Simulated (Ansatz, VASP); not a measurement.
# CaICl in VASP and in Ansatz

File INCAR:

```
ALGO = Normal
DIPOL = 0.5 0.5 0.504
EDIFF = 1E-6
ENCUT = 520
GGA = PE
IDIPOL = 3
ISIF = 2
ISMEAR = 0
LASPH = True
LCHARG = False
LDIPOL = True
LREAL = False
LWAVE = False
NBANDS = 19
NELM = 100
PREC = Accurate
SIGMA = 0.1
```

Contents of KPOINTS:

```
k-points
0
Gamma
  6 6 1
```

Contents of POSCAR:

```
CaICl
1.0
    3.6865730300      0.0000000000      0.0000000000
   -1.8432865100      3.1926657200      0.0000000000
    0.0000000000      0.0000000000     18.0000000000
Ca I Cl
1 1 1
Direct
    0.0000000000      0.0000000000      0.5123333300
    0.3333333300      0.6666666700      0.4076688800
    0.3333333300      0.6666666700      0.5923311200
```

Input for Ansatz:

```yaml
crystal:
  lattice:
    - [3.68657303, 0.0, 0.0]
    - [-1.84328651, 3.19266572, 0.0]
    - [0.0, 0.0, 18.0]
  atoms:
    - { symbol: Ca, position: [0.0, 0.0, 0.51233333] }
    - { symbol: I, position: [0.33333333, 0.66666667, 0.40766888] }
    - { symbol: Cl, position: [0.33333333, 0.66666667, 0.59233112] }
  periodic: [true, true, false]
basis:
  ecutwfc: 420
kpoints:
  mp_grid: { grid: [6, 6, 1] }
hamiltonian:
  xc: pbe
scf:
  occupations: { method: gaussian, width: 0.1 }
  lower_state_search: "off"
output:
  forces: true
  stress: true
  eigenvalues: true
```

Alike in both runs: task single point; functional PBE; k mesh 6 × 6 × 1; occupations gaussian, width 0.1 eV; no spin polarisation.

|  | VASP | Ansatz |
| --- | --- | --- |
| version | VASP 6.6.1 | Ansatz 0.2.0 |
| potentials or method | VASP PAW PBE potentials, release 64 (Ca_sv, I, Cl), cutoff 520 eV | scalar-relativistic, plane waves, PAW |
| valence electrons in the cell | 24 | 34 |

```csv
,VASP,Ansatz,Ansatz less VASP
gap on the k mesh at the Fermi level (eV),2.33,2.34,+0.003
least direct gap on the mesh (eV),3.31,3.31,+0.003
rms of the force components (eV/Å),0.985,0.968,-0.0169
```

Atom by atom the forces differ by 0.018 eV/Å (rms over components). VASP's potentials hold 24 valence electrons a cell and Ansatz's 34, so a difference there can come from the potentials and not from the codes. Ansatz's warnings: slab cell height set, structure snapped to symmetry.

Neither program's run includes spin-orbit coupling.
